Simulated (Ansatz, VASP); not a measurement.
# One calculation of NaI, two programs

```xyz
2
Lattice="2.3112 1.3344 3.7431 -2.3112 1.3344 3.7431 0.0000 -2.6688 3.7431" Properties=species:S:1:pos:R:3 pbc="T T T"
Na    0.0000    0.0000    0.0000
I     0.0000    0.0000    5.6147
```

Alike in both runs: task relaxation of cell and atoms; functional PBE; k mesh 6 × 6 × 6; occupations gaussian, width 0.02 eV; no spin polarisation.

|  | VASP | Ansatz |
| --- | --- | --- |
| version | VASP 6.6.1 | Ansatz 0.2.0 |
| potentials or method | VASP PAW PBE potentials, release 64 (Na_pv, I), cutoff 600 eV | scalar-relativistic, plane waves, PAW |
| valence electrons in the cell | 14 | 26 |

Ansatz gave:

- gap on the k mesh at the Fermi level, each at its own relaxed structure (eV): 3.57
- relaxed volume (Å³/atom): 34.81
- relaxed cell length with the largest relative difference (Å): 4.617

**Question.** What did VASP give for the same quantities?

**Answer.** gap on the k mesh at the Fermi level, each at its own relaxed structure (eV): 3.55; relaxed volume (Å³/atom): 34.84; relaxed cell length with the largest relative difference (Å): 4.610.

VASP's potentials hold 14 valence electrons a cell and Ansatz's 26, so a difference there can come from the potentials and not from the codes.

Spin-orbit coupling is off throughout.
